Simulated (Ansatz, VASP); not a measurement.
Ge in VASP and in Ansatz

```
Ge
1.0
     2.96031    0.00000    0.00000
    -1.48015    2.56370    0.00000
     0.00000    0.00000    9.70689
Ge
4
Direct
  0.00000 0.00000 0.00000
  0.00000 0.00000 0.50000
  0.33333 0.66667 0.25000
  0.66667 0.33333 0.75000
```

Alike in both runs: task single point; functional RPBE; k mesh 13 × 13 × 4; occupations fermi-dirac, width 0.1 eV; no spin polarisation.

|  | VASP | Ansatz |
| --- | --- | --- |
| version | VASP 6.6.1 | Ansatz 0.2.0 |
| potentials or method | VASP PAW PBE potentials, release 64 (Ge_d), cutoff 520 eV | plane waves (420 eV) with PAW, scalar-relativistic |
| valence electrons in the cell | 56 | 56 |

```tsv
	VASP	Ansatz	Ansatz less VASP
pressure (GPa)	5.8	5.8	-0.03
traceless stress, the component that is largest in VASP (GPa)	1.11	1.11	+0.001
```

VASP's potentials were made for PBE, not for RPBE. With one functional, cell and mesh, what is left measures potentials, basis and numerics.
